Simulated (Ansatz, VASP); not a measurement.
O: VASP beside Ansatz

```
CELL_PARAMETERS angstrom
2.56100 0.00000 0.00000
-1.28050 2.21789 0.00000
0.00000 0.00000 6.57500
ATOMIC_POSITIONS crystal
O 0.33333 0.66667 0.16100
O 0.66667 0.33333 0.66100
O 0.33333 0.66667 0.33900
O 0.66667 0.33333 0.83900
```

Alike in both runs: task single point; functional PBE; k mesh 8 × 8 × 3; occupations fermi-dirac, width 0.001 eV; no spin polarisation.

|  | VASP | Ansatz |
| --- | --- | --- |
| version | VASP 6.6.1 | Ansatz 0.2.0 |
| potentials or method | VASP PAW PBE potentials, release 64 (O), cutoff 600 eV | PAW, plane waves, scalar-relativistic |
| valence electrons in the cell | 24 | 24 |

|  | VASP | Ansatz | Ansatz less VASP |
| --- | --- | --- | --- |
| pressure (GPa) | 22.7 | 17.3 | -5.42 |
| traceless stress, the component that is largest in VASP (GPa) | 45.92 | 33.92 | -11.999 |
| rms of the force components (eV/Å) | 2.814 | 1.754 | -1.0604 |

Atom by atom the forces differ by 1.060 eV/Å (rms over components).

Noted on VASP's run: the standard files for N, O and F lose accuracy on very short bonds; spin is off for a triplet molecule.
